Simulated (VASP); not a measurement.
A run of VASP 6.6.1:

Contents of INCAR:

```
SYSTEM = Br
PREC     = Accurate       ! precision mode
ENCUT    = 520            ! plane-wave cutoff, eV
EDIFF    = 1E-6           ! SCF threshold, eV
ISMEAR   = 0              ! smearing method
SIGMA    = 0.1            ! smearing width, eV
LREAL    = .False.        ! projectors in reciprocal space
LASPH    = .True.         ! aspherical terms in the spheres
NELM     = 100            ! most SCF steps
ALGO     = Normal         ! electronic algorithm
ISIF     = 2              ! what is computed and relaxed
LWAVE    = .False.        ! write WAVECAR
LCHARG   = .True.         ! write CHGCAR
GGA      = PE             ! functional
LELF     = .True.         ! ELF
LVHAR    = .True.       
NBANDS   = 18             ! bands
```

Contents of KPOINTS:

```
Automatic mesh
0
Gamma
  9 9 18
  0 0 0
```

File POSCAR:

```
Br
1.0
    7.6912807130      0.0000000000      0.0000000000
   -3.8456403565      6.6608444851      0.0000000000
    0.0000000000      0.0000000000      2.5762877829
Br
3
Direct
    0.0000000000      0.5487749386      0.5000000000
    0.4512250614      0.4512250614      0.5000000000
    0.5487749386      0.0000000000      0.5000000000
```

Potentials or basis: VASP PAW PBE potentials, release 64 (Br).

Command:

```bash
$ cat potpaw_PBE.64/Br/POTCAR > POTCAR
$ mpirun -np 1 vasp_std > vasp.out
```

Hardware: 1 thread of Intel(R) Xeon(R) Platinum 8488C (Sapphire Rapids), with other jobs on the host.

Problem. How long does it take, and how much memory?

Solution. Wall time 2.1 min on 1 thread of Intel(R) Xeon(R) Platinum 8488C (Sapphire Rapids), on a shared host, peak memory 0.38 GiB. Counts: scf iterations 11, k points 120.
